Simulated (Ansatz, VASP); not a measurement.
Co in VASP and in Ansatz

File INCAR:

```
ALGO     = Normal         # electronic algorithm
EDIFF    = 1E-6           # SCF threshold, eV
ENCUT    = 520            # plane-wave cutoff, eV
GGA      = PE             # functional
ISIF     = 2              # what is computed and relaxed
ISMEAR   = -1             # smearing method
LASPH    = True           # aspherical terms in the spheres
LCHARG   = False          # write CHGCAR
LREAL    = False          # projectors in reciprocal space
LWAVE    = False          # write WAVECAR
NBANDS   = 26             # bands
NELM     = 80             # most SCF steps
PREC     = Accurate       # precision mode
SIGMA    = 0.08           # smearing width, eV
```

File KPOINTS:

```
k-points
0
Gamma
  12 12 12
```

POSCAR

```
Co
1.0
    2.5074000000      0.0000000000      0.0000000000
    0.0000000000      4.3429441948      0.0000000000
    1.2537000000      2.1714720974      4.0699000000
Co
4
Direct
    0.8750000000      0.2083333334      0.2500000000
    0.3750000000      0.7083333334      0.2500000000
    0.1250000000      0.7916666666      0.7500000000
    0.6250000000      0.2916666666      0.7500000000
```

Input for Ansatz:

```yaml
crystal:
  lattice:
    - [2.5074, 0.0, 0.0]
    - [0.0, 4.3429441948, 0.0]
    - [1.2537, 2.1714720974, 4.0699]
  atoms:
    - { symbol: Co, position: [0.875, 0.2083333334, 0.25] }
    - { symbol: Co, position: [0.375, 0.7083333334, 0.25] }
    - { symbol: Co, position: [0.125, 0.7916666666, 0.75] }
    - { symbol: Co, position: [0.625, 0.2916666666, 0.75] }
kpoints:
  mp_grid: { grid: [12, 12, 12] }
scf:
  occupations: { method: fermi_dirac, width: 0.08 }
  lower_state_search: "off"
hamiltonian:
  xc: pbe
  pseudopotentials: { kind: paw }
output:
  forces: true
  stress: true
  eigenvalues: true
  write_density: true
  write_potential: true
  elf: true
  volumetric_format: npy
```

Alike in both runs: task single point; functional PBE; k mesh 12 × 12 × 12; occupations fermi-dirac, width 0.08 eV; no spin polarisation.

|  | VASP | Ansatz |
| --- | --- | --- |
| version | VASP 6.6.1 | Ansatz 0.2.0 |
| potentials or method | VASP PAW PBE potentials, release 64 (Co) | PAW with Ansatz's default frozen-core files, scalar-relativistic |
| plane-wave cutoff (eV) | 520 | 420 |
| valence electrons in the cell | 36 | 68 |

```tsv
	VASP	Ansatz	Ansatz less VASP
pressure (GPa)	-14.9	-14.6	+0.25
traceless stress, the component that is largest in VASP (GPa)	-1.32	-1.31	+0.009
```

VASP's potentials hold 36 valence electrons a cell and Ansatz's 68, so a difference there can come from the potentials and not from the codes.
